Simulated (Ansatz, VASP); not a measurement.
# GaN: VASP beside Ansatz

Contents of POSCAR:

```
GaN
1.0
    0.0000000000      2.2535006075      2.2535006075
    2.2535006075      0.0000000000      2.2535006075
    2.2535006075      2.2535006075      0.0000000000
Ga N
1 1
Direct
    0.0096075568      0.0096075568      0.0096075568
    0.7500000000      0.7500000000      0.7500000000
```

File INCAR.step1:

```
SYSTEM = GaN
PREC = Accurate ; ENCUT = 1460
ISMEAR = 0 ; SIGMA = 0.2
LREAL = .FALSE. ; LASPH = .TRUE.
NELM = 120 ; NBANDS = 16
GGA = PE ; ALGO = Normal
EDIFF = 1E-5 ; LWAVE = .TRUE.
LCHARG = .FALSE. ; GGA_COMPAT = .FALSE.
```

Contents of INCAR.step2:

```
SYSTEM = GaN
PREC = Accurate ; ENCUT = 1460
EDIFF = 1E-6 ; ISMEAR = 0
SIGMA = 0.2 ; LREAL = .FALSE.
LASPH = .TRUE. ; NELM = 120
ALGO = Normal ; ISIF = 2
LWAVE = .FALSE. ; LCHARG = .FALSE.
METAGGA = R2SCAN ; LMIXTAU = .TRUE.
NBANDS = 16 ; ISTART = 1
GGA_COMPAT = .FALSE.
```

KPOINTS

```
regular mesh
0
G
  10 10 10
  0 0 0
```

Input for Ansatz:

```yaml
crystal:
  lattice:
    - [0.0, 2.2535006075, 2.2535006075]
    - [2.2535006075, 0.0, 2.2535006075]
    - [2.2535006075, 2.2535006075, 0.0]
  atoms:
    - { symbol: Ga, position: [0.0096075568, 0.0096075568, 0.0096075568] }
    - { symbol: "N", position: [0.75, 0.75, 0.75] }
basis:
  ecutwfc: 500
kpoints:
  mp_grid: { grid: [10, 10, 10] }
hamiltonian:
  xc: r2scan
scf:
  occupations: { method: gaussian, width: 0.2 }
output:
  forces: true
  stress: true
  eigenvalues: true
```

Change from the starting cell: all Ga atoms moved -0.075 Å, as atom 1 towards its neighbour atom 2 (N) at 1.952 Å.

Alike in both runs: task single point; functional r2SCAN; k mesh 10 × 10 × 10; occupations gaussian, width 0.2 eV; no spin polarisation.

|  | VASP | Ansatz |
| --- | --- | --- |
| version | VASP 6.6.1 | Ansatz 0.2.0 |
| potentials or method | VASP PAW PBE potentials, release 64 (Ga_d, N_h), cutoff 1460 eV | scalar-relativistic, plane waves, PAW |
| valence electrons in the cell | 18 | 18 |

VASP gave:

* gap on the k mesh at the Fermi level (eV): 1.97
* least direct gap on the mesh (eV): 1.97
* pressure (GPa): 0.4
* traceless stress, the component that is largest in VASP (GPa): -2.10
* rms of the force components (eV/Å): 0.458

Question: What did Ansatz give for the same quantities?

Answer: gap on the k mesh at the Fermi level (eV): 1.98; least direct gap on the mesh (eV): 1.98; pressure (GPa): -0.7; traceless stress, the component that is largest in VASP (GPa): -1.98; rms of the force components (eV/Å): 0.449.

VASP's potentials were made for PBE, not for r2SCAN. Atom by atom the forces differ by 0.009 eV/Å (rms over components).
